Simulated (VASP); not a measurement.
# LuAuC6 (Pm-3m) in VASP: further runs

Runs on LuAuC6. Level: PBE. Tasks: single point, relaxation of cell and atoms.

Everything below comes from runs of VASP 6.6.1. Logs are shortened: lines on timing, memory, paths and dates and some standing lists are left out, and cuts for length are marked.

**1. The cell of the first run**

Symmetry: Pm-3m, No. 221, cubic system. Conventional cell: a = 4.387 Å, b = 4.387 Å, c = 4.387 Å, α = 90.00°, β = 90.00°, γ = 90.00°. Within 2.9 Å of Lu (site symmetry m-3m) lie 6 C at 2.19 Å. C (site symmetry 4/mmm) has 2 Lu at 2.19 Å and 4 C at 2.19 Å within 2.9 Å. C (site symmetry 4/mmm) has 4 C at 2.19 Å and 2 Au at 2.19 Å within 2.9 Å. Within 2.9 Å of Au (site symmetry m-3m) lie 6 C at 2.19 Å.

The cell was generated, and may not be a known phase.

**2. Single point, PBE**

INCAR reads:

```
SYSTEM = LuAuC6
ALGO     = Normal         ! electronic algorithm
EDIFF    = 1E-6           ! SCF threshold, eV
ENCUT    = 520            ! plane-wave cutoff, eV
GGA      = PE             ! functional
ISIF     = 2              ! what is computed and relaxed
ISMEAR   = 0              ! smearing method
LASPH    = .TRUE.         ! aspherical terms in the spheres
LCHARG   = .FALSE.        ! write CHGCAR
LREAL    = .FALSE.        ! projectors in reciprocal space
LWAVE    = .FALSE.        ! write WAVECAR
NBANDS   = 40             ! bands
NELM     = 80             ! most SCF steps
PREC     = Accurate       ! precision mode
SIGMA    = 0.1            ! smearing width, eV
```

KPOINTS reads:

```
k-points
0
G
  8 8 8
  0 0 0
```

POSCAR reads:

```
LuAuC6
1.0
    4.3866795268      0.0000000000      0.0000000000
    0.0000000000      4.3866795268      0.0000000000
    0.0000000000      0.0000000000      4.3866795268
Lu C Au
1 6 1
Direct
    0.0000000000      0.0000000000      0.0000000000
    0.5000000000      0.0000000000      0.0000000000
    0.0000000000      0.5000000000      0.0000000000
    0.0000000000      0.0000000000      0.5000000000
    0.0000000000      0.5000000000      0.5000000000
    0.5000000000      0.0000000000      0.5000000000
    0.5000000000      0.5000000000      0.0000000000
    0.5000000000      0.5000000000      0.5000000000
```

Potentials or basis: VASP PAW PBE potentials, release 64 (Lu, C, Au).

On the command line:

```bash
> cat potpaw_PBE.64/Lu/POTCAR potpaw_PBE.64/C/POTCAR potpaw_PBE.64/Au/POTCAR > POTCAR
> mpirun -np 1 vasp_std > vasp.out
```

OUTCAR:

```text
SYSTEM = LuAuC6
   EDIFF = 1E-6
   ENCUT = 520
   GGA = PE
   ISIF = 2
   ISMEAR = 0
   LASPH = .TRUE.
   LREAL = .FALSE.
   NELM = 80
   PREC = Accurate

 ion  position               nearest neighbor table
   1  0.000  0.000  0.000-   2 2.19   3 2.19   4 2.19   4 2.19   3 2.19   2 2.19
   2  0.500  0.000  0.000-   1 2.19   1 2.19
   3  0.000  0.500  0.000-   1 2.19   1 2.19
   4  0.000  0.000  0.500-   1 2.19   1 2.19
   5  0.000  0.500  0.500-   8 2.19   8 2.19
   6  0.500  0.000  0.500-   8 2.19   8 2.19
   7  0.500  0.500  0.000-   8 2.19   8 2.19
   8  0.500  0.500  0.500-   5 2.19   6 2.19   7 2.19   7 2.19   6 2.19   5 2.19

  LATTYP: Found a simple cubic cell.
 ALAT       =     4.3866795268

  Lattice vectors:

 A1 = (   4.3866795268,   0.0000000000,   0.0000000000)
 A2 = (   0.0000000000,   4.3866795268,   0.0000000000)
 A3 = (   0.0000000000,   0.0000000000,   4.3866795268)

Analysis of symmetry for initial positions (statically):
=====================================================================
 Subroutine PRICEL returns:
 Original cell was already a primitive cell.

 Routine SETGRP: Setting up the symmetry group for a
 simple cubic supercell.

 Subroutine GETGRP returns: Found 48 space group operations
 (whereof 48 operations were pure point group operations)
 out of a pool of 48 trial point group operations.

The static configuration has the point symmetry O_h .

Analysis of symmetry for dynamics (positions and initial velocities):
=====================================================================
 Subroutine PRICEL returns:
 Original cell was already a primitive cell.

 Routine SETGRP: Setting up the symmetry group for a
 simple cubic supercell.

 Subroutine GETGRP returns: Found 48 space group operations
 (whereof 48 operations were pure point group operations)
 out of a pool of 48 trial point group operations.

The dynamic configuration has the point symmetry O_h .

 Subroutine INISYM returns: Found 48 space group operations
 (whereof 48 operations are pure point group operations),
 and found     1 'primitive' translations

----------------------------------------------------------------------------------------

                                     Primitive cell

  volume of cell :      84.4127

  direct lattice vectors                    reciprocal lattice vectors
     4.386679527  0.000000000  0.000000000     0.227962858  0.000000000  0.000000000
     0.000000000  4.386679527  0.000000000     0.000000000  0.227962858  0.000000000
     0.000000000  0.000000000  4.386679527     0.000000000  0.000000000  0.227962858

  length of vectors
     4.386679527  4.386679527  4.386679527     0.227962858  0.227962858  0.227962858

  position of ions in fractional coordinates (direct lattice)
     0.000000000  0.000000000  0.000000000
     0.500000000  0.000000000  0.000000000
     0.000000000  0.500000000  0.000000000
     0.000000000  0.000000000  0.500000000
     0.000000000  0.500000000  0.500000000
     0.500000000  0.000000000  0.500000000
     0.500000000  0.500000000  0.000000000
     0.500000000  0.500000000  0.500000000

  ion indices of the primitive-cell ions
   primitive index   ion index
                 1           1
                 2           2
                 3           3
                 4           4
                 5           5
                 6           6
                 7           7
                 8           8

----------------------------------------------------------------------------------------

 KPOINTS: k-points

Automatic generation of k-mesh.
 Grid dimensions read from file:
 generate k-points for:    8    8    8

 Generating k-lattice:

  Cartesian coordinates                     Fractional coordinates (reciprocal lattice)
     0.028495357  0.000000000  0.000000000     0.125000000  0.000000000  0.000000000
     0.000000000  0.028495357  0.000000000     0.000000000  0.125000000  0.000000000
     0.000000000  0.000000000  0.028495357     0.000000000  0.000000000  0.125000000

  Length of vectors
     0.028495357  0.028495357  0.028495357

  Shift w.r.t. Gamma in fractional coordinates (k-lattice)
     0.000000000  0.000000000  0.000000000

 Subroutine IBZKPT returns following result:
 ===========================================

 Found     35 irreducible k-points:

 Following reciprocal coordinates:
            Coordinates               Weight
  0.000000  0.000000  0.000000      1.000000
  0.125000  0.000000  0.000000      6.000000
  0.250000  0.000000  0.000000      6.000000
  0.375000  0.000000  0.000000      6.000000
  0.500000  0.000000  0.000000      3.000000
  0.125000  0.125000  0.000000     12.000000
[... 16 lines left out ...]
  0.375000  0.375000  0.125000     24.000000
  0.500000  0.375000  0.125000     24.000000
 [... further k-points ...]
   k-points           NKPTS =     35   k-points in BZ     NKDIM =     35   number of bands    NBANDS=     40
   number of dos      NEDOS =    301   number of ions     NIONS =      8
   total plane-waves  NPLWV =  46656
   dimension x,y,z NGX =    36 NGY =   36 NGZ =   36
   dimension x,y,z NGXF=    72 NGYF=   72 NGZF=   72
   ions per type =               1   6   1
   NGX,Y,Z   is equivalent  to a cutoff of  13.64, 13.64, 13.64 a.u.
   NGXF,Y,Z  is equivalent  to a cutoff of  27.29, 27.29, 27.29 a.u.
 SYSTEM =  LuAuC6
   PREC   = accura    normal or accurate (medium, high low for compatibility)
   ISTART =      0    job   : 0-new  1-cont  2-samecut
   ICHARG =      2    charge: 1-file 2-atom 10-const
   ISPIN  =      1    spin polarized calculation?
   LNONCOLLINEAR =      F non collinear calculations
   LSORBIT =      F    spin-orbit coupling
   LASPH  =      T    aspherical Exc in radial PAW
   ENCUT  =  520.0 eV  38.22 Ry    6.18 a.u.   8.16  8.16  8.16*2*pi/ulx,y,z
   NELM   =     80;   NELMIN=  2; NELMDL= -5     # of ELM steps
   EDIFF  = 0.1E-05   stopping-criterion for ELM
   LREAL  =      F    real-space projection
[... 7 lines left out ...]
   TEBEG  =    0.0;   TEEND  =   0.0 temperature during run
   PSTRESS=    0.0 pullay stress
   NELECT =      60.0000    total number of electrons
   NUPDOWN=      -1.0000    fix difference up-down
   EMIN   =  10.00;   EMAX   =-10.00  energy-range for DOS
   EFERMI =   0.00;   METHOD = LEGACY
   ISMEAR =     0;   SIGMA  =   0.10  broadening in eV -4-tet -1-fermi 0-gaus
   EFERMI_NEDOS =   21; number of points for ismear=-14 and -15
   IALGO  =     38    algorithm
   IMIX   =      4    mixing-type and parameters
     AMIX     =   0.40;   BMIX     =  1.00
     AMIX_MAG =   1.60;   BMIX_MAG =  1.00
  volume/ion in A,a.u.               =      10.55        71.21
  Fermi-wavevector in a.u.,A,eV,Ry     =   1.461019  2.760926 29.042696  2.134578
  Thomas-Fermi vector in A             =   2.577400
   LORBIT       =      0    0 simple, 1 ext, 2 COOP (PROOUT), +10 PAW based schemes
   GGA     = PE    functional components
   LHFCALC =     F    Hartree Fock is set to
   AEXX    =    0.0000 exact exchange contribution
   IVDW    =     0    specifies the selected vdW correction
   LEPSILON=     F    determine dielectric tensor
   LRPA    =     F    only Hartree local field effects (RPA)
 non-spin polarized calculation
 Gauss-broadening in eV      SIGMA  =   0.10
  energy-cutoff  :      520.00
  volume of cell :       84.41
 maximum number of plane-waves:      2301
 NGX is ok and might be reduce to    36
   NGX = 17   NGY = 17   NGZ = 17

 number of electron      60.0000008 magnetization

 Free energy of the ion-electron system (eV)
  ---------------------------------------------------
  ext. energy  EPLUGINS =         0.00000000
  ---------------------------------------------------
  free energy    TOTEN  =       -41.88583941 eV

  energy without entropy =      -41.86598540  energy(sigma->0) =      -41.87591241

 E-fermi :   5.8085     XC(G=0): -12.2844

 val. band max:        5.7898702483   @ k =   0.3750   0.1250   0.0000
 cond. band min:       5.8125821866   @ k =   0.2500   0.2500   0.0000
 fundamental gap:      0.0227119383
 Fermi energy:         5.8085445932

 k-point     1 :       0.0000    0.0000    0.0000
  band No.  band energies     occupation
      1     -48.7183      2.00000
      2     -19.6028      2.00000
      3     -19.6028      2.00000
      4     -19.6028      2.00000
      5      -8.8001      2.00000
      6      -5.8827      2.00000
[... 32 lines left out ...]
     39      12.1857      0.00000
     40      12.2142      0.00000

 k-point     2 :       0.1250    0.0000    0.0000
  band No.  band energies     occupation
      1     -48.7182      2.00000
      2     -19.6127      2.00000
      3     -19.6020      2.00000
      4     -19.6020      2.00000
      5      -8.6806      2.00000
      6      -5.9133      2.00000
[... 32 lines left out ...]
     39      11.9246      0.00000
     40      12.1127      0.00000

 k-point     3 :       0.2500    0.0000    0.0000
  band No.  band energies     occupation
      1     -48.7182      2.00000
      2     -19.6364      2.00000
      3     -19.6000      2.00000
      4     -19.6000      2.00000
      5      -8.3355      2.00000
      6      -6.0903      2.00000
[... 32 lines left out ...]
     39      10.8389      0.00000
     40      12.1592      0.00000

 k-point     4 :       0.3750    0.0000    0.0000
  band No.  band energies     occupation
      1     -48.7181      2.00000
      2     -19.6598      2.00000
      3     -19.5981      2.00000
      4     -19.5981      2.00000
      5      -7.8066      2.00000
      6      -6.5303      2.00000
[... 32 lines left out ...]
     39      11.2385      0.00000
     40      12.2478      0.00000
[... 772 lines left out ...]
     39      11.0614      0.00000
     40      11.2303      0.00000

 k-point    23 :       0.3750    0.3750    0.1250
  band No.  band energies     occupation
      1     -48.7179      2.00000
      2     -19.6520      2.00000
      3     -19.6510      2.00000
      4     -19.6025      2.00000
      5      -6.7984      2.00000
      6      -5.7186      2.00000
[... 32 lines left out ...]
     39      11.1916      0.00000
     40      11.2596      0.00000

 k-point    24 :       0.5000    0.3750    0.1250
  band No.  band energies     occupation
      1     -48.7179      2.00000
      2     -19.6607      2.00000
      3     -19.6503      2.00000
      4     -19.6016      2.00000
      5      -6.3337      2.00000
      6      -6.0820      2.00000
[... 32 lines left out ...]
     39      11.2460      0.00000
     40      11.2677      0.00000

 [... further k-points ...]

------------------------ aborting loop because EDIFF is reached ----------------------------------------

  FORCE on cell =-STRESS in cart. coord.  units (eV):
  Direction    XX          YY          ZZ          XY          YZ          ZX
  --------------------------------------------------------------------------------------
  -------------------------------------------------------------------------------------
  Total        0.2505515      0.2505515      0.2505515      0.0000000      0.0000000     -0.0000000
  in kB        4.7555396      4.7555396      4.7555396      0.0000000      0.0000000     -0.0000000
  external PRESSURE =       4.7555396 kB  Pullay stress =       0.0000000 kB

 VOLUME and BASIS-vectors are now :
 -----------------------------------------------------------------------------
  energy-cutoff  :      520.00
  volume of cell :       84.41
      direct lattice vectors                 reciprocal lattice vectors
     4.386679527  0.000000000  0.000000000     0.227962858  0.000000000  0.000000000
     0.000000000  4.386679527  0.000000000     0.000000000  0.227962858  0.000000000
     0.000000000  0.000000000  4.386679527     0.000000000  0.000000000  0.227962858

 POSITION                                       TOTAL-FORCE (eV/Angst)
 -----------------------------------------------------------------------------------
      0.00000      0.00000      0.00000         0.000000      0.000000      0.000000
      2.19334      0.00000      0.00000         0.000000      0.000000      0.000000
      0.00000      2.19334      0.00000         0.000000      0.000000      0.000000
      0.00000      0.00000      2.19334         0.000000      0.000000      0.000000
      0.00000      2.19334      2.19334         0.000000      0.000000      0.000000
      2.19334      0.00000      2.19334         0.000000      0.000000      0.000000
      2.19334      2.19334      0.00000         0.000000      0.000000      0.000000
      2.19334      2.19334      2.19334         0.000000      0.000000      0.000000
 -----------------------------------------------------------------------------------
    total drift:                                0.000000      0.000000     -0.000000

  FREE ENERGIE OF THE ION-ELECTRON SYSTEM (eV)
  ---------------------------------------------------
  free  energy   TOTEN  =       -41.8858394145 eV

  energy  without entropy=      -41.8659853981  energy(sigma->0) =      -41.87591241
```

It took 75 s on 1 thread of Intel Xeon Platinum 8559C (Emerald Rapids), shared host; peak memory 0.28 GiB.

Results:

- Free energy: -41.8858 eV
- Pressure: 0.5 GPa
- Band gap on the k mesh: zero (bands 30 and 31 overlap by 1.59 eV)

Caveat: spin-orbit coupling is left out, which moves the levels of the heavy elements.

**3. Relaxation of cell and atoms, PBE**

This run uses another cell than the first one, of 10.57 Å³/atom.

INCAR reads:

```
ALGO = Normal
EDIFF = 1E-7
EDIFFG = -0.01
ENCUT = 600
GGA = PE
IBRION = 2
ISIF = 3
ISMEAR = 0
LASPH = True
LCHARG = False
LREAL = False
LWAVE = False
NELM = 80
NSW = 100
PREC = Accurate
SIGMA = 0.1
```

KPOINTS reads:

```
k-points
0
Gamma
  8 8 8
```

POSCAR, as its differences from that of step 2:

```diff
@@ -2,5 +2,5 @@
 1.0
-    4.3866795268      0.0000000000      0.0000000000
-    0.0000000000      4.3866795268      0.0000000000
-    0.0000000000      0.0000000000      4.3866795268
+    4.3898723273      0.0000000000      0.0000000000
+    0.0000000000      4.3898723273      0.0000000000
+    0.0000000000      0.0000000000      4.3898723273
 Lu C Au
```

Potentials or basis: VASP PAW PBE potentials, release 64 (Lu, C, Au).

On the command line:

```bash
> cat potpaw_PBE.64/Lu/POTCAR potpaw_PBE.64/C/POTCAR potpaw_PBE.64/Au/POTCAR > POTCAR
> mpirun -np 1 vasp_std > vasp.out
```

It took 91 s on 1 thread of Intel Xeon Platinum 8559C (Emerald Rapids), shared host; peak memory 0.29 GiB.

The run converged. Its results:

* Free energy: -41.8882 eV
* Pressure after relaxing: 0.1 GPa
* Band gap on the k mesh: zero (bands 30 and 31 overlap by 1.59 eV)

Final structure:
```yaml
crystal:
  lattice:
    - [4.38987, 0.00000, 0.00000]
    - [0.00000, 4.38987, 0.00000]
    - [0.00000, 0.00000, 4.38987]
  atoms:
    - { symbol: Lu, position: [0.00000, 0.00000, 0.00000] }
    - { symbol: C, position: [0.50000, 0.00000, 0.00000] }
    - { symbol: C, position: [0.00000, 0.50000, 0.00000] }
    - { symbol: C, position: [0.00000, 0.00000, 0.50000] }
    - { symbol: C, position: [0.00000, 0.50000, 0.50000] }
    - { symbol: C, position: [0.50000, 0.00000, 0.50000] }
    - { symbol: C, position: [0.50000, 0.50000, 0.00000] }
    - { symbol: Au, position: [0.50000, 0.50000, 0.50000] }
```

Levels at points of the mesh, in eV from the Fermi level:
```csv
k point,band 26,band 27,band 28,band 29,band 30,band 31,band 32,band 33,band 34,band 35
"(0.00, 0.00, 0.00)",-3.09,-1.87,-1.87,-0.61,-0.61,-0.61,1.49,1.49,1.49,3.61
"(0.50, 0.00, 0.00)",-2.43,-2.43,-1.06,-1.06,0.95,0.95,1.01,1.56,1.61,1.95
"(0.50, 0.50, 0.00)",-2.70,-2.19,-1.40,0.33,0.98,1.17,1.17,1.23,1.61,1.70
"(0.50, 0.50, 0.50)",-2.51,0.66,0.66,0.66,0.84,0.84,0.84,0.84,0.84,0.84
```

Caveat: the relaxation stopped at its first step, so nothing moved; spin-orbit coupling is left out, which moves the levels of the heavy elements.

The gap in the log of VASP goes by the Fermi energy; the results here count the filled bands.